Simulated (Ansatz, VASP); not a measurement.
# One calculation of FeS2, two programs

INCAR

```
SYSTEM = FeS2
ALGO = Normal ; EDIFF = 1E-7
EDIFFG = -0.008 ; ENCUT = 520
GGA = PS ; GGA_COMPAT = .False.
IBRION = 2 ; ISIF = 2
ISMEAR = 0 ; KPAR = 4
LASPH = .True. ; LCHARG = .False.
LREAL = .False. ; LWAVE = .False.
NELM = 120 ; NELMIN = 4
NSW = 60 ; PREC = Accurate
SIGMA = 0.02
```

The input KPOINTS:

```
k-points
0
Gamma
  6 6 8
  0 0 0
```

Contents of POSCAR:

```
FeS2
1.0
    4.3674117449      0.0000000000      0.0000000000
    0.0000000000      5.3331402397      0.0000000000
    0.0000000000      0.0000000000      3.3778644559
Fe S
2 4
Direct
    0.5000000000      0.5000000000      0.5000000000
    0.0000000000      0.0000000000      0.0000000000
    0.2928643982      0.8744129759      0.5000000000
    0.7071356018      0.1255870241      0.5000000000
    0.2071356018      0.3744129759      0.0000000000
    0.7928643982      0.6255870241      0.0000000000
```

Input for Ansatz:

```yaml
crystal:
  lattice:
    - [4.3674117449, 0.0, 0.0]
    - [0.0, 5.3331402397, 0.0]
    - [0.0, 0.0, 3.3778644559]
  atoms:
    - { symbol: Fe, position: [0.5, 0.5, 0.5] }
    - { symbol: Fe, position: [0.0, 0.0, 0.0] }
    - { symbol: S, position: [0.2928643982, 0.8744129759, 0.5] }
    - { symbol: S, position: [0.7071356018, 0.1255870241, 0.5] }
    - { symbol: S, position: [0.2071356018, 0.3744129759, 0.0] }
    - { symbol: S, position: [0.7928643982, 0.6255870241, 0.0] }
basis:
  ecutwfc: 420
kpoints:
  mp_grid: { grid: [6, 6, 8] }
hamiltonian:
  xc: pbesol
scf:
  occupations: { method: gaussian, width: 0.02 }
output:
  forces: true
  stress: true
  eigenvalues: true
relax:
  adjacent_minimum: "off"
  f_tol: 0.008
  max_steps: 40
```

Change from the starting cell: strain along c alone, the other axes held, atoms relaxed: +1.0 %.

Alike in both runs: task relaxation of the atoms; functional PBEsol; k mesh 6 × 6 × 8; occupations gaussian, width 0.02 eV; no spin polarisation.

|  | VASP | Ansatz |
| --- | --- | --- |
| version | VASP 6.6.1 | Ansatz 0.2.0 |
| potentials or method | VASP PAW PBE potentials, release 64 (Fe, S), cutoff 520 eV | scalar-relativistic, plane waves, PAW |
| valence electrons in the cell | 40 | 56 |

```csv
,VASP,Ansatz,Ansatz less VASP
"gap on the k mesh at the Fermi level, each at its own relaxed structure (eV)",0.93,0.95,+0.022
```

VASP's potentials were made for PBE, not for PBEsol. VASP's potentials hold 40 valence electrons a cell and Ansatz's 56, so a difference there can come from the potentials and not from the codes. Ansatz's warnings: stress scf threshold loose.
